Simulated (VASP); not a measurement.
Wanted: the native input for a VASP 6.6.1 run.

```
Task                   : single point
Functional             : SVWN5
Potentials or basis    : VASP PAW PBE potentials, release 64 (P)
Cutoff                 : 500 eV
k mesh                 : 8 × 8 × 6
Occupations            : fermi-dirac, width 0.05 eV
Spin                   : no spin polarisation
Dipole correction      : no
Further INCAR settings : ALGO = Normal; EDIFF = 1e-06; NBANDS = 18
```

The structure of P lies in POSCAR:

```
P
1.0
    1.6254735952     -5.3911768097      0.0000000000
    1.6254735952      5.3911768097      0.0000000000
    0.0000000000      0.0000000000      4.4822275814
P
4
Direct
    0.9041431300      0.0958568700      0.5888151700
    0.0958568700      0.9041431300      0.4111848300
    0.5958568700      0.4041431300      0.0888151700
    0.4041431300      0.5958568700      0.9111848300
```

These files were run (other wordings do the same):

INCAR

```
SYSTEM = P
ALGO = Normal
EDIFF = 1E-6
ENCUT = 500
GGA = VW
GGA_COMPAT = .FALSE.
ISIF = 2
ISMEAR = -1
LASPH = .TRUE.
LCHARG = .FALSE.
LREAL = .FALSE.
LWAVE = .FALSE.
NBANDS = 18
NELM = 120
PREC = Accurate
SIGMA = 0.05
```

KPOINTS

```
k-points
0
G
  8 8 6
  0 0 0
```

Potentials or basis: VASP PAW PBE potentials, release 64 (P).

Run with:

```console
$ cat potpaw_PBE.64/P/POTCAR > POTCAR
$ mpirun -np 1 vasp_std > vasp.out
```

Results of the run:

```
Pressure               : 1.4 GPa
Largest force          : 0.569 eV/Å
Band gap on the k mesh : 0.07 eV
```

Caveat: the PAW data sets were made with another functional, which shifts forces and pressure a little.

Run time: 49 s on 1 thread of Intel(R) Xeon(R) 6975P-C (Granite Rapids), with other jobs on the host, peak memory 0.23 GiB.
